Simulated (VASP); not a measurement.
## C: single point with PBEsol

C:

```
C
1.0
     1.24485    0.71871    3.25715
    -1.24485    0.71871    3.25715
     0.00000   -1.43743    3.25715
C
2
Direct
  0.16400 0.16400 0.16400
  0.83600 0.83600 0.83600
```

This cell differs from its parent crystal: ratio of the length along z to the lengths across it x 0.96, volume and fractional coordinates fixed.

```
Program                : VASP 6.6.1
Task                   : single point
Functional             : PBEsol
Potentials or basis    : VASP PAW PBE potentials, release 64 (C)
Cutoff                 : 520 eV
k mesh                 : 15 × 15 × 15
Occupations            : gaussian, width 0.05 eV
Spin                   : no spin polarisation
Dipole correction      : no
Further INCAR settings : ALGO = Normal; EDIFF = 1e-07; NBANDS = 11
```

| Item | Value |
| --- | --- |
| Pressure | -9.1 GPa |
| Largest force | 0.828 eV/Å |
| Band gap on the k mesh | 0.90 eV, indirect (the least direct gap lies 3.1 meV higher) |

Forces in eV/Å, atoms in the order of the input:
```
C    0.000  0.000  0.828
C    0.000  0.000 -0.828
```

Stress tensor (GPa, compression positive):
```
-14.48   0.00   0.00
  0.00 -14.48   0.00
  0.00   0.00   1.77
```

Levels at points of the mesh, in eV from the valence-band top:
| k point | band 2 | band 3 | band 4 | band 5 | band 6 | band 7 |
| --- | --- | --- | --- | --- | --- | --- |
| (0.00, 0.00, 0.00) | -5.70 | -2.49 | -2.49 | 4.80 | 8.61 | 8.61 |

Run time: 2.5 min on 1 thread of Intel Xeon 8259CL, with other jobs on the host, peak memory 0.19 GiB.

Caveat: the PAW data sets were made with another functional, which shifts forces and pressure a little. A k mesh can miss the band edges.
